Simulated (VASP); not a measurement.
Write the native input for VASP 6.6.1 that does the following.

- Task: single point
- Functional: PBEsol
- Potentials or basis: VASP PAW PBE potentials, release 64 (Si, Ni)
- Cutoff: 520 eV
- k mesh: 13 × 13 × 5
- Occupations: gaussian, width 0.15 eV
- Spin: no spin polarisation
- Dipole correction: no
- Further INCAR settings: ALGO = Fast; EDIFF = 1e-06; NBANDS = 63

The structure of SiNi3 lies in POSCAR:

```
SiNi3
1.0
    0.0000000000     -3.4612457362      0.0000000000
    0.0000000000      0.0000000000     -3.4612457362
   10.3837372087      0.0000000000      0.0000000000
Si Ni
3 9
Direct
    0.0000000000      0.0000000000      0.0000000000
    0.0000000000      0.0000000000      0.3333333333
    0.0000000000      0.0000000000      0.6666666667
    0.5000000000      0.5000000000      0.0000000000
    0.5000000000      0.5000000000      0.3333333333
    0.5000000000      0.5000000000      0.6666666667
    0.0000000000      0.5000000000      0.1666666667
    0.0000000000      0.5000000000      0.5000000000
    0.0000000000      0.5000000000      0.8333333333
    0.5000000000      0.0000000000      0.1666666667
    0.5000000000      0.0000000000      0.5000000000
    0.5000000000      0.0000000000      0.8333333333
```

The input as run:

INCAR

```
  PREC = Accurate
  ENCUT = 520
  EDIFF = 1E-6
  ISMEAR = 0
  SIGMA = 0.15
  LREAL = False
  LASPH = True
  NELM = 80
  ALGO = Fast
  ISIF = 2
  LWAVE = False
  LCHARG = False
  GGA = PS
  NBANDS = 63
  LUSENCCL = False
```

KPOINTS

```
Automatic mesh
0
Gamma
  13 13 5
```

Potentials or basis: VASP PAW PBE potentials, release 64 (Si, Ni).

Run with:

```console
$ cat potpaw_PBE.64/Si/POTCAR potpaw_PBE.64/Ni/POTCAR > POTCAR
$ mpirun -np 1 vasp_std > vasp.out
```

Results of the run:

- Pressure: 0.3 GPa
- Band gap on the k mesh: zero (bands 51 and 52 overlap by 0.24 eV)

Caveat: the PAW data sets were made with another functional, which shifts forces and pressure a little.

It took 12 min on 1 × NVIDIA H100 80GB with 1 thread of Intel(R) Xeon(R) Platinum 8481C CPU @ 2.70GHz (Sapphire Rapids) (shared host), peak memory 1.5 GiB.
